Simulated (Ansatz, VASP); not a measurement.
# One calculation of Na16Li, two programs

```xyz
17
Lattice="8.4600 0.0000 0.0000 0.0000 8.4600 0.0000 0.0000 0.0000 8.4600" Properties=species:S:1:pos:R:3 pbc="T T T"
Na    0.0140    0.1486    0.1643
Na    4.0004    0.0952   -0.0628
Na    0.6224    4.2099    0.6723
Na   -0.1698   -0.0595    3.8624
Na    2.3480    2.1944    2.4928
Na    4.0262    4.1809   -0.2114
Na    4.2841   -0.0925    4.1195
Na    6.2425    2.3264    1.8527
Na   -0.3141    4.2734    4.1860
Na    2.3425    6.2931    2.3742
Na    1.6843    2.2523    6.2808
Na    4.4850    4.2756    4.5637
Na    6.2682    6.1485    1.7290
Na    6.2799    1.6410    6.1180
Na    1.7036    6.2507    6.3681
Na    6.3446    6.7428    6.3675
Li    7.0052    4.0935    7.3000
```

Alike in both runs: functional PBE; k mesh 2 × 2 × 2; occupations gaussian, width 0.05 eV; no spin polarisation.

Ansatz relaxed the structure, and its values are those at the end. VASP's run is a single point on that final structure, the one shown.

```csv
,VASP,Ansatz
version,VASP 6.6.1,Ansatz 0.2.0
potentials or method,"VASP PAW PBE potentials, release 64 (Na_pv, Li_sv), cutoff 520 eV","scalar-relativistic, plane waves, PAW"
valence electrons in the cell,115,147
```

```tsv
	VASP	Ansatz	Ansatz less VASP
rms of the force components (eV/Å)	0.006	0.006	+0.0002
```

VASP's potentials hold 115 valence electrons a cell and Ansatz's 147, so a difference there can come from the potentials and not from the codes.

The k mesh is coarse, so the values compare programs but aren't converged. Noted on VASP's run: the cutoff is under 1.25 times that of the potentials, so the pressure is a little rough.
